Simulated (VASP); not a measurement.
## SnGe5: single point with PBE

The system is SnGe5.

```
Sn Ge
1.0
     3.15302    0.00000    0.00000
    -1.57651    2.73059    0.00000
     0.00000    0.00000   14.72252
Sn Ge
1 5
Direct
  0.00000 0.00000 0.00000
  0.66667 0.33333 0.66232
  0.00000 0.00000 0.50000
  0.33333 0.66667 0.33768
  0.66667 0.33333 0.18658
  0.33333 0.66667 0.81342
```

| Quantity | Value |
| --- | --- |
| Program | VASP 6.6.1 |
| Task | single point |
| Functional | PBE |
| Potentials or basis | VASP PAW PBE potentials, release 64 (Sn_d, Ge_d) |
| Cutoff | 520 eV |
| k mesh | 12 × 12 × 4 |
| Occupations | gaussian, width 0.1 eV |
| Spin | no spin polarisation |

```json
{
  "Pressure": "0.0 GPa",
  "Largest force": "0.006 eV/Å",
  "Band gap on the k mesh": "zero (bands 42 and 43 overlap by 7.36 eV)"
}
```

Forces on the atoms (eV/Å):
```
Sn   0.000  0.000  0.000
Ge   0.000  0.000 -0.003
Ge   0.000  0.000  0.000
Ge   0.000  0.000  0.003
Ge   0.000  0.000 -0.006
Ge   0.000  0.000  0.006
```

Levels at points of the mesh, in eV from the Fermi level:
```csv
k point,band 38,band 39,band 40,band 41,band 42,band 43,band 44,band 45,band 46,band 47
"(0.00, 0.00, 0.00)",-1.20,-0.97,4.30,5.20,5.24,5.24,5.43,5.43,6.02,6.02
"(0.50, 0.00, 0.00)",-4.20,-4.00,-3.69,-1.91,-1.70,0.05,0.22,1.66,2.13,2.79
"(0.00, 0.00, 0.50)",-3.49,1.56,1.88,5.24,5.24,5.42,5.42,6.05,6.05,6.69
"(0.50, 0.00, 0.50)",-4.85,-3.25,-3.11,-2.54,-2.43,1.06,1.13,1.52,1.70,1.94
```

It took 11 min on 1 thread of Intel Xeon 8259CL, on a shared host, peak memory 0.47 GiB.

Caveat: spin-orbit coupling is left out, which moves the levels of the heavy elements.
